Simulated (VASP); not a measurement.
Input of a VASP 6.6.1 run:

The input INCAR:

```
SYSTEM = Cu
ALGO = Normal ; EDIFF = 1E-7
ENCUT = 520 ; GGA = PS
ISIF = 2 ; ISMEAR = -1
LASPH = .True. ; LCHARG = .False.
LREAL = .False. ; LWAVE = .False.
NBANDS = 12 ; NELM = 80
PREC = Accurate ; SIGMA = 0.1
```

KPOINTS

```
k-points
0
Gamma
  15 15 15
  0 0 0
```

File POSCAR:

```
Cu
1.0
   -1.4427900000      1.4427900000      1.3760800000
    1.4427900000     -1.4427900000      1.3760800000
    1.4427900000      1.4427900000     -1.3760800000
Cu
1
Direct
    0.0000000000      0.0000000000      0.0000000000
```

Potentials or basis: VASP PAW PBE potentials, release 64 (Cu).

The run is started by

```sh
$ cat potpaw_PBE.64/Cu/POTCAR > POTCAR
$ mpirun -np 1 vasp_std > vasp.out
```

Task: Estimate the band gap on the k mesh.

Result: Zero (an odd number of electrons rules out a gap without spin polarisation).

Task: Predict the pressure.

Result: -0.7 GPa.

Stress tensor (GPa, compression positive):
```
-0.59  0.00  0.00
 0.00 -0.59  0.00
 0.00  0.00 -0.80
```

Caveat: the PAW data sets were made with another functional, which shifts forces and pressure a little.
